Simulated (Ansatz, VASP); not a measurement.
## Rh: VASP beside Ansatz

```
Rh
1.0
     0.00000    1.89995    1.89995
     1.89995    0.00000    1.89995
     1.89995    1.89995    0.00000
Rh
1
Direct
  0.00000 0.00000 0.00000
```

Alike in both runs: task single point; functional r2SCAN; k mesh 18 × 18 × 18; occupations gaussian, width 0.1 eV; no spin polarisation.

|  | VASP | Ansatz |
| --- | --- | --- |
| version | VASP 6.6.1 | Ansatz 0.2.0 |
| potentials or method | VASP PAW PBE potentials, release 64 (Rh_sv_GW), cutoff 680 eV | scalar-relativistic, plane waves, PAW |
| valence electrons in the cell | 17 | 17 |

|  | VASP | Ansatz | Ansatz less VASP |
| --- | --- | --- | --- |
| gap on the k mesh at the Fermi level (eV) | none | none | - |
| pressure (GPa) | 0.1 | 0.0 | -0.05 |

VASP's potentials were made for PBE, not for r2SCAN. A gap of «none» marks a metal or a gap that the smearing closes. With one functional, cell and mesh, what is left measures potentials, basis and numerics.
